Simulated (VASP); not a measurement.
# Si31Sn (P1) in VASP: relaxation of volume and atoms at fixed shape with PBEsol

Aim: the relaxation of volume and atoms at fixed shape of Si31Sn with PBEsol.

Program: VASP 6.6.1. These are calculated values, not measurements. Logs are shortened: lines on timing, memory, paths and dates and some standing lists are left out, and cuts for length are marked.

### Step 1. The cell of the first run

The typed cell holds 64 atoms: a = 10.932 Å, b = 10.932 Å, c = 10.932 Å, α = 90.00°, β = 90.00°, γ = 90.00°.

### Step 2. Relaxation of volume and atoms at fixed shape, PBEsol

Contents of INCAR:

```
SYSTEM = Si31Sn
  ALGO = Normal
  EDIFF = 1E-7
  EDIFFG = -0.03
  ENCUT = 600
  GGA = PS
  IBRION = 2
  ISIF = 8
  ISMEAR = -1
  LASPH = .TRUE.
  LCHARG = .FALSE.
  LREAL = Auto
  LWAVE = .FALSE.
  NELM = 60
  NSW = 100
  PREC = Accurate
  SIGMA = 0.05
```

Contents of KPOINTS:

```
Automatic mesh
0
Gamma
  1 1 1
  0.5 0.5 0.5
```

Contents of POSCAR:

```
Si31Sn
1.0
   10.9319820000      0.0000000000      0.0000000000
    0.0000000000     10.9319820000      0.0000000000
    0.0000000000      0.0000000000     10.9319820000
Si Sn
62 2
Direct
    0.0000090000      0.9965850000      0.0023950000
    0.0003650000      0.0022290000      0.4999760000
    0.9989710000      0.5015470000      0.0011830000
    0.5015940000      0.0004930000      0.0002290000
    0.5011850000      0.9985240000      0.5010630000
    0.4997100000      0.4977870000      0.9981100000
    0.4991110000      0.5015450000      0.5012060000
    0.1242720000      0.1254020000      0.1261880000
    0.1240290000      0.1275720000      0.6257780000
    0.1243620000      0.6242350000      0.1283640000
    0.1225020000      0.6258350000      0.6237140000
    0.6249240000      0.1215940000      0.1246500000
    0.6242940000      0.1284930000      0.6250120000
    0.6254990000      0.6240050000      0.1247390000
    0.6237720000      0.6254590000      0.6247140000
    0.2494310000      0.2504280000      0.0003130000
    0.2518910000      0.2504680000      0.5027290000
    0.2519460000      0.7475630000      0.9971800000
    0.2482960000      0.7498320000      0.4975560000
    0.7496160000      0.2508660000      0.9985280000
    0.7489250000      0.2524090000      0.4998320000
    0.7544890000      0.7464280000      0.0018320000
    0.7490140000      0.7504270000      0.4989250000
    0.3749300000      0.3737440000      0.1252370000
    0.3781930000      0.3766650000      0.6249670000
    0.3791010000      0.8764430000      0.1263640000
    0.3793390000      0.8766820000      0.6246510000
    0.8763830000      0.3746650000      0.1253030000
    0.8708110000      0.3720160000      0.6239970000
    0.8746480000      0.8763360000      0.1224390000
    0.8745730000      0.8753610000      0.6257430000
    0.2499310000      0.9997360000      0.2519150000
    0.2480710000      0.9984370000      0.7485000000
    0.2530900000      0.5012320000      0.2457910000
    0.2491510000      0.5008160000      0.7502070000
    0.7473290000      0.9952890000      0.2498120000
    0.7523490000      0.9987810000      0.7501150000
    0.7505140000      0.4960510000      0.2473190000
    0.7503020000      0.4995100000      0.7469270000
    0.3733360000      0.1260490000      0.3741080000
    0.3716670000      0.1231720000      0.8724990000
    0.3756520000      0.6245070000      0.3719110000
    0.3754170000      0.6190210000      0.8755820000
    0.8750120000      0.1241570000      0.3736380000
    0.8759010000      0.1260880000      0.8792390000
    0.8758350000      0.6234780000      0.3772750000
    0.8734520000      0.6252510000      0.8763440000
    0.9991320000      0.2501570000      0.2510160000
    0.0008010000      0.2504130000      0.7538010000
    0.0004880000      0.7484800000      0.2525680000
    0.9995280000      0.7507210000      0.7493370000
    0.4989130000      0.2492830000      0.2503960000
    0.4976120000      0.2518130000      0.7489300000
    0.5001200000      0.7482800000      0.2501070000
    0.4985610000      0.7495490000      0.7494410000
    0.1225650000      0.3731230000      0.3732950000
    0.1232200000      0.3730520000      0.8766570000
    0.1277220000      0.8739590000      0.3741950000
    0.1255800000      0.8698670000      0.8776350000
    0.6242930000      0.3744860000      0.3763900000
    0.6246560000      0.8745790000      0.3771040000
    0.6233200000      0.8747010000      0.8756590000
    0.0014050000      0.4996470000      0.4981550000
    0.6274840000      0.3702140000      0.8725870000
```

Potentials or basis: VASP PAW PBE potentials, release 64 (Si, Sn_d).

Command:

```console
> cat potpaw_PBE.64/Si/POTCAR potpaw_PBE.64/Sn_d/POTCAR > POTCAR
> mpirun -np 1 vasp_std > vasp.out
```

OUTCAR:

```text
SYSTEM = Si31Sn
   EDIFF = 1E-7
   EDIFFG = -0.03
   ENCUT = 600
   GGA = PS
   IBRION = 2
   ISIF = 8
   ISMEAR = -1
   LASPH = .TRUE.
   LREAL = Auto
   NELM = 60
   NSW = 100
   PREC = Accurate

 ion  position               nearest neighbor table
   1  0.000  0.997  0.002-  30 2.31  45 2.38   8 2.38  59 2.38
   2  0.000  0.002  0.500-  44 2.36   9 2.37  31 2.39  58 2.41
   3  0.999  0.502  0.001-  28 2.36  47 2.36  10 2.37  57 2.38
   4  0.502  0.000  0.000-  12 2.33  62 2.35  26 2.35  41 2.40
   5  0.501  0.999  0.501-  27 2.32  61 2.34  13 2.38  40 2.41
   6  0.500  0.498  0.998-  43 2.32  24 2.37  14 2.39  64 2.40
[... 56 lines left out ...]
  63  0.001  0.500  0.498-  46 2.34  56 2.35  11 2.35  29 2.42
  64  0.627  0.370  0.873-  20 2.32  53 2.35  39 2.38   6 2.40

  LATTYP: Found a simple cubic cell.
 ALAT       =    10.9319820000

  Lattice vectors:

 A1 = (  10.9319820000,   0.0000000000,   0.0000000000)
 A2 = (   0.0000000000,  10.9319820000,   0.0000000000)
 A3 = (   0.0000000000,   0.0000000000,  10.9319820000)

Analysis of symmetry for initial positions (statically):
=====================================================================
 Subroutine PRICEL returns:
 Original cell was already a primitive cell.

 Routine SETGRP: Setting up the symmetry group for a
 simple cubic supercell.

 Subroutine GETGRP returns: Found  1 space group operations
 (whereof  1 operations were pure point group operations)
 out of a pool of 48 trial point group operations.

The static configuration has the point symmetry C_1 .

Analysis of symmetry for dynamics (positions and initial velocities):
=====================================================================
 Subroutine PRICEL returns:
 Original cell was already a primitive cell.

 Routine SETGRP: Setting up the symmetry group for a
 simple cubic supercell.

 Subroutine GETGRP returns: Found  1 space group operations
 (whereof  1 operations were pure point group operations)
 out of a pool of 48 trial point group operations.

The dynamic configuration has the point symmetry C_1 .

 Subroutine INISYM returns: Found  1 space group operations
 (whereof  1 operations are pure point group operations),
 and found     1 'primitive' translations

----------------------------------------------------------------------------------------

                                     Primitive cell

  volume of cell :    1306.4618

  direct lattice vectors                    reciprocal lattice vectors
    10.931982000  0.000000000  0.000000000     0.091474721  0.000000000  0.000000000
     0.000000000 10.931982000  0.000000000     0.000000000  0.091474721  0.000000000
     0.000000000  0.000000000 10.931982000     0.000000000  0.000000000  0.091474721

  length of vectors
    10.931982000 10.931982000 10.931982000     0.091474721  0.091474721  0.091474721

  position of ions in fractional coordinates (direct lattice)
     0.000009000  0.996585000  0.002395000
     0.000365000  0.002229000  0.499976000
     0.998971000  0.501547000  0.001183000
     0.501594000  0.000493000  0.000229000
     0.501185000  0.998524000  0.501063000
     0.499710000  0.497787000  0.998110000
[... 56 lines left out ...]
     0.001405000  0.499647000  0.498155000
     0.627484000  0.370214000  0.872587000

  ion indices of the primitive-cell ions
   primitive index   ion index
                 1           1
                 2           2
                 3           3
                 4           4
                 5           5
                 6           6
[... 56 lines left out ...]
                63          63
                64          64

----------------------------------------------------------------------------------------

 KPOINTS: Automatic mesh

Automatic generation of k-mesh.
 Grid dimensions read from file:
 generate k-points for:    1    1    1

 Generating k-lattice:

  Cartesian coordinates                     Fractional coordinates (reciprocal lattice)
     0.091474721  0.000000000  0.000000000     1.000000000  0.000000000  0.000000000
     0.000000000  0.091474721  0.000000000     0.000000000  1.000000000  0.000000000
     0.000000000  0.000000000  0.091474721     0.000000000  0.000000000  1.000000000

  Length of vectors
     0.091474721  0.091474721  0.091474721

  Shift w.r.t. Gamma in fractional coordinates (k-lattice)
     0.500000000  0.500000000  0.500000000

 Subroutine IBZKPT returns following result:
 ===========================================

 Found      1 irreducible k-points:

 Following reciprocal coordinates:
            Coordinates               Weight
  0.500000  0.500000  0.500000      1.000000
   k-points           NKPTS =      1   k-points in BZ     NKDIM =      1   number of bands    NBANDS=    171
   number of dos      NEDOS =    301   number of ions     NIONS =     64
   total plane-waves  NPLWV = 729000
   dimension x,y,z NGX =    90 NGY =   90 NGZ =   90
   dimension x,y,z NGXF=   180 NGYF=  180 NGZF=  180
   ions per type =              62   2
   NGX,Y,Z   is equivalent  to a cutoff of  13.69, 13.69, 13.69 a.u.
   NGXF,Y,Z  is equivalent  to a cutoff of  27.37, 27.37, 27.37 a.u.
 SYSTEM =  Si31Sn
   PREC   = accura    normal or accurate (medium, high low for compatibility)
   ISTART =      0    job   : 0-new  1-cont  2-samecut
   ICHARG =      2    charge: 1-file 2-atom 10-const
   ISPIN  =      1    spin polarized calculation?
   LNONCOLLINEAR =      F non collinear calculations
   LSORBIT =      F    spin-orbit coupling
   LASPH  =      T    aspherical Exc in radial PAW
   ENCUT  =  600.0 eV  44.10 Ry    6.64 a.u.  21.83 21.83 21.83*2*pi/ulx,y,z
   NELM   =     60;   NELMIN=  2; NELMDL= -5     # of ELM steps
   EDIFF  = 0.1E-06   stopping-criterion for ELM
   LREAL  =      T    real-space projection
   EDIFFG = -.3E-01   stopping-criterion for IOM
   NSW    =    100    number of steps for IOM
   IBRION =      2    ionic relax: 0-MD 1-quasi-New 2-CG
   NFREE  =      1    steps in history (QN), initial steepest desc. (CG)
   ISIF   =      8    stress and relaxation
   ISYM   =      2    0-nonsym 1-usesym 2-fastsym
   POTIM  = 0.5000    time-step for ionic-motion
   TEBEG  =    0.0;   TEEND  =   0.0 temperature during run
   PSTRESS=    0.0 pullay stress
   NELECT =     276.0000    total number of electrons
   NUPDOWN=      -1.0000    fix difference up-down
   EMIN   =  10.00;   EMAX   =-10.00  energy-range for DOS
   EFERMI =   0.00;   METHOD = LEGACY
   ISMEAR =    -1;   SIGMA  =   0.05  broadening in eV -4-tet -1-fermi 0-gaus
   EFERMI_NEDOS =   21; number of points for ismear=-14 and -15
   IALGO  =     38    algorithm
   IMIX   =      4    mixing-type and parameters
     AMIX     =   0.40;   BMIX     =  1.00
     AMIX_MAG =   1.60;   BMIX_MAG =  1.00
  volume/ion in A,a.u.               =      20.41       137.76
  Fermi-wavevector in a.u.,A,eV,Ry     =   0.975017  1.842515 12.934495  0.950659
  Thomas-Fermi vector in A             =   2.105523
   LORBIT       =      0    0 simple, 1 ext, 2 COOP (PROOUT), +10 PAW based schemes
   GGA     = PS    functional components
   LHFCALC =     F    Hartree Fock is set to
   AEXX    =    0.0000 exact exchange contribution
   IVDW    =     0    specifies the selected vdW correction
   LEPSILON=     F    determine dielectric tensor
   LRPA    =     F    only Hartree local field effects (RPA)
 conjugate gradient relaxation of ions
 non-spin polarized calculation
  energy-cutoff  :      600.00
  volume of cell :     1306.46
 maximum number of plane-waves:     43520
 NGX is ok and might be reduce to    90
   NGX = 43   NGY = 43   NGZ = 43

--------------------------------------- Ionic step        1  -------------------------------------------

 number of electron     275.9999997 magnetization

 Free energy of the ion-electron system (eV)
  ---------------------------------------------------
  ext. energy  EPLUGINS =         0.00000000
  ---------------------------------------------------
  free energy    TOTEN  =      -356.17342412 eV

  energy without entropy =     -356.17342402  energy(sigma->0) =     -356.17342407

------------------------ aborting loop because EDIFF is reached ----------------------------------------

  FORCE on cell =-STRESS in cart. coord.  units (eV):
  Direction    XX          YY          ZZ          XY          YZ          ZX
  --------------------------------------------------------------------------------------
  -------------------------------------------------------------------------------------
  Total        8.2844760      8.1740699      8.2145171     -1.4022529      0.3581534      1.7893128
  in kB       10.1596537     10.0242574     10.0738596     -1.7196506      0.4392208      2.1943208
  external PRESSURE =      10.0859236 kB  Pullay stress =       0.0000000 kB
[... 275 lines left out ...]
  FREE ENERGIE OF THE ION-ELECTRON SYSTEM (eV)
  ---------------------------------------------------
  free  energy   TOTEN  =      -357.8449659412 eV

  energy  without entropy=     -357.8449657464  energy(sigma->0) =     -357.84496584

[... ionic steps 4 to 11 ...]

--------------------------------------- Ionic step       12  -------------------------------------------

 number of electron     276.0000002 magnetization

------------------------ aborting loop because EDIFF is reached ----------------------------------------
[... 191 lines left out ...]
--------------------------------------- Ionic step       14  -------------------------------------------

 number of electron     276.0000002 magnetization

 Free energy of the ion-electron system (eV)
  ---------------------------------------------------
  ext. energy  EPLUGINS =         0.00000000
  ---------------------------------------------------
  free energy    TOTEN  =      -358.15000285 eV

  energy without entropy =     -358.15000223  energy(sigma->0) =     -358.15000254

 E-fermi :   6.1715     XC(G=0):  -9.5079

 val. band max:        5.3888589492   @ k =   0.5000   0.5000   0.5000
 cond. band min:       7.0346187230   @ k =   0.5000   0.5000   0.5000
 fundamental gap:      1.6457597739
 Fermi energy:         6.1715277207

 k-point     1 :       0.5000    0.5000    0.5000
  band No.  band energies     occupation
      1     -15.0611      2.00000
      2     -15.0605      2.00000
      3     -15.0596      2.00000
      4     -15.0588      2.00000
      5     -15.0558      2.00000
      6     -15.0554      2.00000
[... 142 lines left out ...]
    149       7.1192      0.00000
    150       7.1307      0.00000
 [bands above 150 left out]

------------------------ aborting loop because EDIFF is reached ----------------------------------------

  FORCE on cell =-STRESS in cart. coord.  units (eV):
  Direction    XX          YY          ZZ          XY          YZ          ZX
  --------------------------------------------------------------------------------------
  -------------------------------------------------------------------------------------
  Total        0.1212551      0.1317524      0.1148312     -0.0099194     -0.0242922      0.0586329
  in kB        0.1479166      0.1607221      0.1400803     -0.0121004     -0.0296335      0.0715251
  external PRESSURE =       0.1495730 kB  Pullay stress =       0.0000000 kB
[... 79 lines left out ...]
  FREE ENERGIE OF THE ION-ELECTRON SYSTEM (eV)
  ---------------------------------------------------
  free  energy   TOTEN  =      -358.1500028520 eV

  energy  without entropy=     -358.1500022320  energy(sigma->0) =     -358.15000254

 reached required accuracy - stopping structural energy minimisation
```

It took 1.8 h on 1 thread of AMD EPYC 7R43 (Zen 3), shared host; peak memory 1.6 GiB.

What came out:

| Item | Value |
| --- | --- |
| Free energy | -358.1500 eV |
| Relaxed volume | 20.52 Å³/atom |
| Relaxed cell | a = 10.951 Å, b = 10.951 Å, c = 10.951 Å, α = 90.00°, β = 90.00°, γ = 90.00° |
| Space group after relaxing (to 0.1 Å) | C2/m (No. 12) |
| Energy gained by relaxing | 30.9 meV/atom |
| Ionic steps | 14 |
| Pressure after relaxing | 0.0 GPa |
| Largest force after relaxing | 0.021 eV/Å |
| Band gap on the k mesh | 1.65 eV |

Forces on the atoms (eV/Å):
```
Si  -0.005  0.007 -0.014
Si  -0.004 -0.009  0.012
Si   0.001 -0.013 -0.005
Si   0.002 -0.001  0.001
Si   0.000  0.005 -0.004
Si  -0.012  0.013  0.012
Si   0.003 -0.016  0.004
Si  -0.014  0.014 -0.008
Si   0.004 -0.008 -0.003
Si   0.001 -0.006 -0.008
Si   0.004 -0.005  0.010
Si   0.004  0.005  0.009
Si   0.008  0.002 -0.007
Si   0.003 -0.001  0.004
Si   0.000 -0.009  0.000
Si   0.003  0.013  0.008
Si   0.006  0.003  0.003
Si  -0.011 -0.003 -0.004
Si   0.012 -0.012  0.009
Si   0.000 -0.001 -0.001
Si   0.009  0.001 -0.003
Si   0.002  0.002  0.010
Si  -0.009 -0.010  0.001
Si  -0.003  0.008  0.006
Si   0.003 -0.011 -0.004
Si  -0.012 -0.012  0.005
Si   0.003  0.010 -0.007
Si   0.007 -0.001  0.005
Si  -0.007 -0.004  0.005
Si   0.001  0.012 -0.005
Si   0.001 -0.010 -0.004
Si   0.003  0.006 -0.010
Si   0.005 -0.010  0.003
Si  -0.006  0.002  0.008
Si   0.006 -0.015  0.002
Si  -0.003 -0.002  0.004
Si   0.001  0.004  0.000
Si   0.001 -0.003  0.002
Si   0.007  0.006  0.003
Si   0.005  0.007  0.004
Si   0.004  0.009  0.002
Si   0.002 -0.002  0.001
Si  -0.001  0.001 -0.006
Si  -0.001  0.005 -0.001
Si  -0.001  0.012 -0.015
Si  -0.004 -0.002 -0.007
Si   0.005  0.004  0.007
Si  -0.005  0.012 -0.002
Si   0.005  0.000 -0.010
Si  -0.006 -0.005 -0.018
Si  -0.001 -0.006  0.006
Si   0.002  0.006 -0.003
Si   0.010 -0.004 -0.003
Si   0.003 -0.004  0.007
Si  -0.005 -0.005 -0.001
Si   0.000 -0.001  0.002
Si   0.001  0.001  0.004
Si  -0.006 -0.003 -0.003
Si  -0.009  0.010 -0.003
Si  -0.003  0.001  0.000
Si  -0.002  0.000  0.005
Si   0.007 -0.005 -0.007
Sn  -0.006 -0.004  0.008
Sn  -0.008  0.019 -0.003
```

The path:
```csv
step,energy change (eV),largest force (eV/Å),pressure (GPa),volume (Å³)
1,0.0000,3.3356,1.01,1306.46
2,-1.6709,0.6767,-1.10,1330.91
3,-1.6715,0.6548,-1.14,1331.42
4,-1.8704,0.2644,0.56,1305.90
5,-1.8707,0.2702,0.49,1306.89
6,-1.9372,0.1821,0.08,1312.41
7,-1.9455,0.2416,-0.12,1315.21
8,-1.9647,0.0718,-0.02,1313.82
9,-1.9663,0.0851,0.02,1313.27
10,-1.9716,0.0482,0.01,1313.44
11,-1.9727,0.0541,0.00,1313.56
12,-1.9750,0.0338,-0.01,1313.69
13,-1.9754,0.0464,-0.01,1313.76
14,-1.9766,0.0213,0.01,1313.39
```

Final structure:
```cif
data_structure
_symmetry_space_group_name_H-M 'P 1'
_symmetry_Int_Tables_number 1
_cell_length_a 10.9513
_cell_length_b 10.9513
_cell_length_c 10.9513
_cell_angle_alpha 90.000
_cell_angle_beta 90.000
_cell_angle_gamma 90.000
_cell_volume 1313.39
loop_
_atom_site_label
_atom_site_type_symbol
_atom_site_fract_x
_atom_site_fract_y
_atom_site_fract_z
_atom_site_occupancy
Si1 Si 0.00177 0.99731 0.00071 1
Si2 Si 0.99977 0.00037 0.50013 1
Si3 Si 0.99994 0.49978 0.00006 1
Si4 Si 0.49997 0.99965 0.99953 1
Si5 Si 0.49994 0.99778 0.49874 1
Si6 Si 0.49184 0.50780 0.00827 1
Si7 Si 0.49992 0.50008 0.49960 1
Si8 Si 0.12552 0.12284 0.12390 1
Si9 Si 0.12440 0.12494 0.62530 1
Si10 Si 0.12472 0.62453 0.12532 1
Si11 Si 0.13378 0.63360 0.63352 1
Si12 Si 0.62518 0.12191 0.12755 1
Si13 Si 0.62322 0.12059 0.62267 1
Si14 Si 0.62365 0.62686 0.12603 1
Si15 Si 0.62517 0.62725 0.62227 1
Si16 Si 0.24973 0.24942 0.99948 1
Si17 Si 0.25132 0.24694 0.49882 1
Si18 Si 0.24920 0.75056 0.00060 1
Si19 Si 0.25244 0.75224 0.50012 1
Si20 Si 0.75901 0.24046 0.00922 1
Si21 Si 0.74694 0.24716 0.50024 1
Si22 Si 0.74989 0.74945 0.99950 1
Si23 Si 0.74784 0.75366 0.49872 1
Si24 Si 0.37400 0.37432 0.12577 1
Si25 Si 0.37232 0.37519 0.62227 1
Si26 Si 0.37522 0.87490 0.12504 1
Si27 Si 0.37611 0.87549 0.62520 1
Si28 Si 0.87771 0.37445 0.12757 1
Si29 Si 0.86898 0.36598 0.63096 1
Si30 Si 0.87495 0.87496 0.12405 1
Si31 Si 0.87516 0.87543 0.62501 1
Si32 Si 0.25025 0.99936 0.25028 1
Si33 Si 0.24830 0.99829 0.74980 1
Si34 Si 0.25132 0.49889 0.24842 1
Si35 Si 0.25213 0.50008 0.75272 1
Si36 Si 0.74997 0.99811 0.25107 1
Si37 Si 0.74975 0.99946 0.75046 1
Si38 Si 0.74735 0.49952 0.24768 1
Si39 Si 0.75604 0.50760 0.74337 1
Si40 Si 0.37631 0.12313 0.37513 1
Si41 Si 0.37205 0.12199 0.87425 1
Si42 Si 0.37473 0.62458 0.37481 1
Si43 Si 0.37395 0.62696 0.87663 1
Si44 Si 0.87460 0.12444 0.37515 1
Si45 Si 0.87778 0.11999 0.87729 1
Si46 Si 0.86622 0.63295 0.36662 1
Si47 Si 0.87744 0.62676 0.87438 1
Si48 Si 0.00139 0.24643 0.24857 1
Si49 Si 0.99940 0.24721 0.75334 1
Si50 Si 0.99973 0.75185 0.24821 1
Si51 Si 0.00132 0.75349 0.75229 1
Si52 Si 0.50019 0.24946 0.25018 1
Si53 Si 0.49061 0.24094 0.74094 1
Si54 Si 0.49984 0.75062 0.25084 1
Si55 Si 0.50026 0.74970 0.75023 1
Si56 Si 0.13391 0.36504 0.36595 1
Si57 Si 0.12466 0.37493 0.87525 1
Si58 Si 0.12472 0.87506 0.37547 1
Si59 Si 0.12545 0.87516 0.87648 1
Si60 Si 0.62463 0.37477 0.37517 1
Si61 Si 0.62373 0.87547 0.37467 1
Si62 Si 0.62495 0.87450 0.87506 1
Sn1 Sn 0.00192 0.49952 0.49842 1
Sn2 Sn 0.62409 0.37335 0.87611 1
```

Caveat: the k points lie up to 0.57 Å⁻¹ apart in the final cell; the PAW data sets were made with another functional, which shifts forces and pressure a little; spin-orbit coupling is left out, which moves the levels of the heavy elements; a shifted mesh leaves out Γ, where band edges can lie. A k mesh can miss the band edges.
